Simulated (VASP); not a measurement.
BiTe, 2 atoms in the cell. Symmetry: Cm, No. 8, monoclinic system. The conventional cell has a = 7.200 Å, b = 4.845 Å, c = 4.339 Å, α = 90.00°, β = 117.00°, γ = 90.00°. Bi (site symmetry m) has 6 Te at 3.19 to 3.31 Å within 4.2 Å. Te (site symmetry m) has 6 Bi at 3.19 to 3.31 Å within 4.2 Å.  This cell differs from its parent crystal: all Te atoms moved +0.062 Å, as atom 2 towards its neighbour atom 1 (Bi) at 3.252 Å.

| Quantity | Value |
| --- | --- |
| Program | VASP 6.6.1 |
| Task | single point |
| Functional | PBEsol |
| Potentials or basis | VASP PAW PBE potentials, release 64 (Bi_d, Te) |
| Cutoff | 520 eV |
| k mesh | 12 × 12 × 12 |
| Occupations | gaussian, width 0.15 eV |
| Spin | no spin polarisation |
| Dipole correction | no |
| Further INCAR settings | ALGO = Normal; EDIFF = 1e-07; NBANDS = 18 |

Potentials or basis: VASP PAW PBE potentials, release 64 (Bi_d, Te).

Launch:

```console
$ cat potpaw_PBE.64/Bi_d/POTCAR potpaw_PBE.64/Te/POTCAR > POTCAR
$ mpirun -np 1 vasp_std > vasp.out
```

Hardware: 1 thread of Intel Xeon 8259CL (shared host).

How long does it take, and how much memory?

Wall time 7.3 min on 1 thread of Intel Xeon 8259CL (shared host), peak memory 0.64 GiB. Counts: scf iterations 13, k points 476.
